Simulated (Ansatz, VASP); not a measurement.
# One calculation of Os, two programs

```
Os
1.0
     2.68915    0.00000    0.00000
    -1.34457    2.32887    0.00000
     0.00000    0.00000   20.39140
Os
3
Direct
  0.16667 0.33333 0.39604
  0.50000 0.00000 0.50000
  0.83333 0.66667 0.60396
```

Alike in both runs: functional LDA; k mesh 17 × 17 × 1; occupations fermi-dirac, width 0.08 eV; no spin polarisation.

Ansatz relaxed the structure, and its values are those at the end. VASP's run is a single point on that final structure, the one shown.

```csv
,VASP,Ansatz
version,VASP 6.6.1,Ansatz 0.2.0
potentials or method,"VASP PAW LDA potentials, release 64 (Os), cutoff 520 eV","all-electron LAPW, scalar-relativistic"
```

```tsv
	VASP	Ansatz	Ansatz less VASP
rms of the force components (eV/Å)	0.019	0.001	-0.0174
```

LDA's correlation is that of Perdew and Zunger in VASP and of Perdew and Wang (1992) in Ansatz. Ansatz ran all-electron here, and VASP with PAW potentials.

Neither program's run includes spin-orbit coupling.
